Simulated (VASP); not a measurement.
A run of VASP 6.6.1:

Contents of POSCAR:

```
GaSb
1.0
    0.0000000000      3.0461753500      3.0461753500
    3.0461753500      0.0000000000      3.0461753500
    3.0461753500      3.0461753500      0.0000000000
Ga Sb
1 1
Direct
    0.0000000000      0.0000000000      0.0000000000
    0.2500000000      0.2500000000      0.2500000000
```

Contents of INCAR.step1:

```
SYSTEM = GaSb
PREC = Accurate
ENCUT = 520
ISMEAR = -1
SIGMA = 0.1
LREAL = .False.
LASPH = .True.
NELM = 60
GGA = PE
ALGO = Normal
EDIFF = 1E-4
LWAVE = .True.
LCHARG = .False.
```

The input INCAR.step2:

```
SYSTEM = GaSb
PREC = Accurate
ENCUT = 520
EDIFF = 1E-6
ISMEAR = -1
SIGMA = 0.1
LREAL = .False.
LASPH = .True.
NELM = 60
ALGO = Normal
ISIF = 2
LWAVE = .False.
LCHARG = .False.
METAGGA = R2SCAN
LMIXTAU = .True.
IBRION = 2
NSW = 50
EDIFFG = -0.01
ISTART = 1
```

Contents of KPOINTS:

```
Automatic mesh
0
Gamma
  10 10 10
  0 0 0
```

Potentials or basis: VASP PAW PBE potentials, release 64 (Ga_d, Sb).

The run is started by

```bash
$ cat potpaw_PBE.64/Ga_d/POTCAR potpaw_PBE.64/Sb/POTCAR > POTCAR
$ cp INCAR.step1 INCAR
$ mpirun -np 1 vasp_std > vasp.out
$ cp INCAR.step2 INCAR
$ mpirun -np 1 vasp_std > vasp.out
```

Hardware: 1 thread of Intel(R) Xeon(R) Platinum 8259CL CPU @ 2.50GHz (Skylake/Cascade Lake), on a shared host.

Q: How long does it take, and how much memory?

A: Wall time 110 s on 1 thread of Intel(R) Xeon(R) Platinum 8259CL CPU @ 2.50GHz (Skylake/Cascade Lake), with other jobs on the host, peak memory 0.2 GiB. Counts: k points 47, ion steps 1.
